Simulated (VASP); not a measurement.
# In2O3 (R-3c) in VASP: a series of runs

The runs below take In2O3 through single point, with PBE.

Everything below comes from runs of VASP 6.6.1. Logs are shortened: lines on timing, memory, paths and dates and some standing lists are left out, and cuts for length are marked.

**1. The cell of the first run**

It takes space group R-3c (No. 167, trigonal). Conventional cell: a = 5.453 Å, b = 5.453 Å, c = 14.415 Å, α = 90.00°, β = 90.00°, γ = 120.00°. Within 2.8 Å of In (site symmetry 3) lie 6 O at 2.11 to 2.24 Å. O (site symmetry 2) has 4 In at 2.11 to 2.24 Å and 2 O at 2.80 Å within 2.8 Å.

**2. Single point, PBE (strain -1.0%)**

File INCAR:

```
ALGO     = Normal         # electronic algorithm
EDIFF    = 1E-6           # SCF threshold, eV
ENCUT    = 520            # plane-wave cutoff, eV
GGA      = PE             # functional
ISIF     = 2              # what is computed and relaxed
ISMEAR   = -1             # smearing method
LASPH    = True           # aspherical terms in the spheres
LCHARG   = True           # write CHGCAR
LELF     = True           # ELF
LREAL    = False          # projectors in reciprocal space
LVHAR    = True         
LWAVE    = False          # write WAVECAR
NBANDS   = 55             # bands
NELM     = 80             # most SCF steps
PREC     = Accurate       # precision mode
SIGMA    = 0.02           # smearing width, eV
```

File KPOINTS:

```
k-points
0
Gamma
  6 6 6
```

File POSCAR:

```
In2O3
1.0
    2.7263656039      1.5740679153      4.8049244792
   -2.7263656039      1.5740679153      4.8049244792
    0.0000000000     -3.1481358306      4.8049244792
In O
4 6
Direct
    0.6425649565      0.6425649565      0.6425649565
    0.8574350435      0.8574350435      0.8574350435
    0.3574350435      0.3574350435      0.3574350435
    0.1425649565      0.1425649565      0.1425649565
    0.0462262828      0.7500000000      0.4537737172
    0.7500000000      0.4537737172      0.0462262828
    0.4537737172      0.0462262828      0.7500000000
    0.9537737172      0.2500000000      0.5462262828
    0.5462262828      0.9537737172      0.2500000000
    0.2500000000      0.5462262828      0.9537737172
```

Potentials or basis: VASP PAW PBE potentials, release 64 (In_d, O).

Launch:

```
> cat potpaw_PBE.64/In_d/POTCAR potpaw_PBE.64/O/POTCAR > POTCAR
> mpirun -np 1 vasp_std > vasp.out
```

OUTCAR:

```text
EDIFF = 1E-6
   ENCUT = 520
   GGA = PE
   ISIF = 2
   ISMEAR = -1
   LASPH = True
   LREAL = False
   NELM = 80
   PREC = Accurate

 ion  position               nearest neighbor table
   1  0.643  0.643  0.643-  10 2.11   9 2.11   8 2.11   6 2.24   5 2.24   7 2.24   2 3.10   3 3.22
                             3 3.22   3 3.22   2 3.58   2 3.58   2 3.58   4 3.96   4 3.96   4 3.96
   2  0.857  0.857  0.857-   8 2.11   9 2.11  10 2.11   6 2.24   5 2.24   7 2.24   1 3.10   4 3.22
                             4 3.22   4 3.22   1 3.58   1 3.58   1 3.58   3 3.96   3 3.96   3 3.96
   3  0.357  0.357  0.357-   6 2.11   7 2.11   5 2.11   8 2.24  10 2.24   9 2.24   4 3.10   1 3.22
                             1 3.22   1 3.22   4 3.58   4 3.58   4 3.58   2 3.96   2 3.96   2 3.96
   4  0.143  0.143  0.143-   5 2.11   7 2.11   6 2.11   8 2.24  10 2.24   9 2.24   3 3.10   2 3.22
                             2 3.22   2 3.22   3 3.58   3 3.58   3 3.58   1 3.96   1 3.96   1 3.96
   5  0.046  0.750  0.454-   4 2.11   3 2.11   1 2.24   2 2.24
   6  0.750  0.454  0.046-   3 2.11   4 2.11   1 2.24   2 2.24
   7  0.454  0.046  0.750-   3 2.11   4 2.11   1 2.24   2 2.24
   8  0.954  0.250  0.546-   2 2.11   1 2.11   3 2.24   4 2.24
   9  0.546  0.954  0.250-   1 2.11   2 2.11   3 2.24   4 2.24
  10  0.250  0.546  0.954-   1 2.11   2 2.11   3 2.24   4 2.24

  LATTYP: Found a trigonal (rhomboedric) cell.
 ALAT       =     5.7443936546
 COS(alpha) =     0.5494844392

  Lattice vectors:

 A1 = (   2.7263656039,   1.5740679153,   4.8049244792)
 A2 = (  -2.7263656039,   1.5740679153,   4.8049244792)
 A3 = (   0.0000000000,  -3.1481358306,   4.8049244792)

Analysis of symmetry for initial positions (statically):
=====================================================================
 Subroutine PRICEL returns:
 Original cell was already a primitive cell.

 Routine SETGRP: Setting up the symmetry group for a
 trigonal (rhombohedral) supercell.

 Subroutine GETGRP returns: Found 12 space group operations
 (whereof  6 operations were pure point group operations)
 out of a pool of 12 trial point group operations.

The static configuration has the point symmetry S_6 .
 The point group associated with its full space group is D_3d.

Analysis of symmetry for dynamics (positions and initial velocities):
=====================================================================
 Subroutine PRICEL returns:
 Original cell was already a primitive cell.

 Routine SETGRP: Setting up the symmetry group for a
 trigonal (rhombohedral) supercell.

 Subroutine GETGRP returns: Found 12 space group operations
 (whereof  6 operations were pure point group operations)
 out of a pool of 12 trial point group operations.

The dynamic configuration has the point symmetry S_6 .
 The point group associated with its full space group is D_3d.

 Subroutine INISYM returns: Found 12 space group operations
 (whereof  6 operations are pure point group operations),
 and found     1 'primitive' translations

----------------------------------------------------------------------------------------

                                     Primitive cell

  volume of cell :     123.7216

  direct lattice vectors                    reciprocal lattice vectors
     2.726365604  1.574067915  4.804924479     0.183394332  0.105882767  0.069373272
    -2.726365604  1.574067915  4.804924479    -0.183394332  0.105882767  0.069373272
     0.000000000 -3.148135831  4.804924479     0.000000000 -0.211765534  0.069373272

  length of vectors
     5.744393655  5.744393655  5.744393655     0.222839163  0.222839163  0.222839163

  position of ions in fractional coordinates (direct lattice)
     0.642564957  0.642564957  0.642564957
     0.857435043  0.857435043  0.857435043
     0.357435043  0.357435043  0.357435043
     0.142564957  0.142564957  0.142564957
     0.046226283  0.750000000  0.453773717
     0.750000000  0.453773717  0.046226283
     0.453773717  0.046226283  0.750000000
     0.953773717  0.250000000  0.546226283
     0.546226283  0.953773717  0.250000000
     0.250000000  0.546226283  0.953773717

  ion indices of the primitive-cell ions
   primitive index   ion index
                 1           1
                 2           2
                 3           3
                 4           4
                 5           5
                 6           6
                 7           7
                 8           8
                 9           9
                10          10

----------------------------------------------------------------------------------------

 KPOINTS: k-points

Automatic generation of k-mesh.
 Grid dimensions read from file:
 generate k-points for:    6    6    6

 Generating k-lattice:

  Cartesian coordinates                     Fractional coordinates (reciprocal lattice)
     0.030565722  0.017647128  0.011562212     0.166666667 -0.000000000  0.000000000
    -0.030565722  0.017647128  0.011562212    -0.000000000  0.166666667  0.000000000
     0.000000000 -0.035294256  0.011562212     0.000000000  0.000000000  0.166666667

  Length of vectors
     0.037139860  0.037139860  0.037139860

  Shift w.r.t. Gamma in fractional coordinates (k-lattice)
     0.000000000  0.000000000  0.000000000

 Subroutine IBZKPT returns following result:
 ===========================================

 Found     32 irreducible k-points:

 Following reciprocal coordinates:
            Coordinates               Weight
  0.000000  0.000000  0.000000      1.000000
  0.166667  0.000000 -0.000000      6.000000
  0.333333  0.000000 -0.000000      6.000000
  0.500000  0.000000 -0.000000      3.000000
  0.166667  0.166667 -0.000000      6.000000
  0.333333  0.166667 -0.000000     12.000000
[... 16 lines left out ...]
  0.500000  0.500000  0.166667      6.000000
 -0.333333  0.500000  0.166667     12.000000
 [... further k-points ...]
   k-points           NKPTS =     32   k-points in BZ     NKDIM =     32   number of bands    NBANDS=     55
   number of dos      NEDOS =    301   number of ions     NIONS =     10
   total plane-waves  NPLWV = 110592
   dimension x,y,z NGX =    48 NGY =   48 NGZ =   48
   dimension x,y,z NGXF=    96 NGYF=   96 NGZF=   96
   ions per type =               4   6
   NGX,Y,Z   is equivalent  to a cutoff of  13.89, 13.89, 13.89 a.u.
   NGXF,Y,Z  is equivalent  to a cutoff of  27.78, 27.78, 27.78 a.u.
 SYSTEM =  unknown system
   PREC   = accura    normal or accurate (medium, high low for compatibility)
   ISTART =      0    job   : 0-new  1-cont  2-samecut
   ICHARG =      2    charge: 1-file 2-atom 10-const
   ISPIN  =      1    spin polarized calculation?
   LNONCOLLINEAR =      F non collinear calculations
   LSORBIT =      F    spin-orbit coupling
   LASPH  =      T    aspherical Exc in radial PAW
   ENCUT  =  520.0 eV  38.22 Ry    6.18 a.u.  10.68 10.68 10.68*2*pi/ulx,y,z
   NELM   =     80;   NELMIN=  2; NELMDL= -5     # of ELM steps
   EDIFF  = 0.1E-05   stopping-criterion for ELM
   LREAL  =      F    real-space projection
   EDIFFG = 0.1E-04   stopping-criterion for IOM
   NSW    =      0    number of steps for IOM
   IBRION =     -1    ionic relax: 0-MD 1-quasi-New 2-CG
   NFREE  =      0    steps in history (QN), initial steepest desc. (CG)
   ISIF   =      2    stress and relaxation
   ISYM   =      2    0-nonsym 1-usesym 2-fastsym
   POTIM  = 0.5000    time-step for ionic-motion
   TEBEG  =    0.0;   TEEND  =   0.0 temperature during run
   PSTRESS=    0.0 pullay stress
   NELECT =      88.0000    total number of electrons
   NUPDOWN=      -1.0000    fix difference up-down
   EMIN   =  10.00;   EMAX   =-10.00  energy-range for DOS
   EFERMI =   0.00;   METHOD = LEGACY
   ISMEAR =    -1;   SIGMA  =   0.02  broadening in eV -4-tet -1-fermi 0-gaus
   EFERMI_NEDOS =   21; number of points for ismear=-14 and -15
   IALGO  =     38    algorithm
   IMIX   =      4    mixing-type and parameters
     AMIX     =   0.40;   BMIX     =  1.00
     AMIX_MAG =   1.60;   BMIX_MAG =  1.00
  volume/ion in A,a.u.               =      12.37        83.49
  Fermi-wavevector in a.u.,A,eV,Ry     =   1.461349  2.761549 29.055796  2.135541
  Thomas-Fermi vector in A             =   2.577691
   LORBIT       =      0    0 simple, 1 ext, 2 COOP (PROOUT), +10 PAW based schemes
   GGA     = PE    functional components
   LHFCALC =     F    Hartree Fock is set to
   AEXX    =    0.0000 exact exchange contribution
   IVDW    =     0    specifies the selected vdW correction
   LEPSILON=     F    determine dielectric tensor
   LRPA    =     F    only Hartree local field effects (RPA)
 non-spin polarized calculation
  energy-cutoff  :      520.00
  volume of cell :      123.72
 maximum number of plane-waves:      3346
 NGX is ok and might be reduce to    48
   NGX = 21   NGY = 21   NGZ = 21

 number of electron      87.9999995 magnetization

 Free energy of the ion-electron system (eV)
  ---------------------------------------------------
  ext. energy  EPLUGINS =         0.00000000
  ---------------------------------------------------
  free energy    TOTEN  =       -55.12747699 eV

  energy without entropy =      -55.12747699  energy(sigma->0) =      -55.12747699

 E-fermi :   6.3481     XC(G=0): -11.3379

 val. band max:        5.8634142002   @ k =   0.3333   0.0000  -0.0000
 cond. band min:       7.2845085745   @ k =   0.0000   0.0000   0.0000
 fundamental gap:      1.4210943743
 Fermi energy:         6.3480600759

 k-point     1 :       0.0000    0.0000    0.0000
  band No.  band energies     occupation
      1     -11.9169      2.00000
      2     -10.9845      2.00000
      3     -10.9845      2.00000
      4     -10.7577      2.00000
      5     -10.7577      2.00000
      6     -10.6707      2.00000
[... 47 lines left out ...]
     54      15.9006      0.00000
[... 1333 lines left out ...]
     54      16.6047      0.00000
     55      17.3165      0.00000

 [... further k-points ...]

------------------------ aborting loop because EDIFF is reached ----------------------------------------

  FORCE on cell =-STRESS in cart. coord.  units (eV):
  Direction    XX          YY          ZZ          XY          YZ          ZX
  --------------------------------------------------------------------------------------
  -------------------------------------------------------------------------------------
  Total       10.3972962     10.3972962      8.8789515      0.0000000     -0.0000000     -0.0000000
  in kB      134.6435709    134.6435709    114.9812141      0.0000000     -0.0000000     -0.0000000
  external PRESSURE =     128.0894519 kB  Pullay stress =       0.0000000 kB

 VOLUME and BASIS-vectors are now :
 -----------------------------------------------------------------------------
  energy-cutoff  :      520.00
  volume of cell :      123.72
      direct lattice vectors                 reciprocal lattice vectors
     2.726365604  1.574067915  4.804924479     0.183394332  0.105882767  0.069373272
    -2.726365604  1.574067915  4.804924479    -0.183394332  0.105882767  0.069373272
     0.000000000 -3.148135831  4.804924479     0.000000000 -0.211765534  0.069373272

 POSITION                                       TOTAL-FORCE (eV/Angst)
 -----------------------------------------------------------------------------------
      0.00000      0.00000      9.26243         0.000000      0.000000     -0.102726
      0.00000      0.00000     12.35973         0.000000      0.000000      0.102726
      0.00000      0.00000      5.15235         0.000000     -0.000000      0.102726
      0.00000      0.00000      2.05504         0.000000      0.000000     -0.102726
     -1.91874     -0.17523      6.00616        -0.005012     -0.008682     -0.000000
      0.80762      1.74929      6.00616        -0.005012      0.008682     -0.000000
      1.11112     -1.57407      6.00616         0.010025     -0.000000     -0.000000
      1.91874      0.17523      8.40862         0.005012      0.008682     -0.000000
     -1.11112      1.57407      8.40862        -0.010025     -0.000000     -0.000000
     -0.80762     -1.74929      8.40862         0.005012     -0.008682     -0.000000
 -----------------------------------------------------------------------------------
    total drift:                                0.000000     -0.000000      0.000000

  FREE ENERGIE OF THE ION-ELECTRON SYSTEM (eV)
  ---------------------------------------------------
  free  energy   TOTEN  =       -55.1274769943 eV

  energy  without entropy=      -55.1274769943  energy(sigma->0) =      -55.12747699
```

It took 3.5 min on 1 thread of Intel Xeon 6975P-C (Granite Rapids), shared host; peak memory 0.39 GiB.

What came out:

```yaml
Free_energy: -55.1275 eV
Pressure: 12.8 GPa
Largest_force: 0.103 eV/Å
Band_gap_on_the_k_mesh: 1.42 eV, indirect (least direct gap 1.44 eV)
```

Forces on the atoms (eV/Å):
```
In   0.000  0.000 -0.103
In   0.000  0.000  0.103
In   0.000  0.000  0.103
In   0.000  0.000 -0.103
O   -0.005 -0.009  0.000
O   -0.005  0.009  0.000
O    0.010  0.000  0.000
O    0.005  0.009  0.000
O   -0.010  0.000  0.000
O    0.005 -0.009  0.000
```

Caveat: the cell differs from its parent crystal (strain -1.0%); spin-orbit coupling is left out, which moves the levels of the heavy elements.

(Continued in part 2 of 2.)
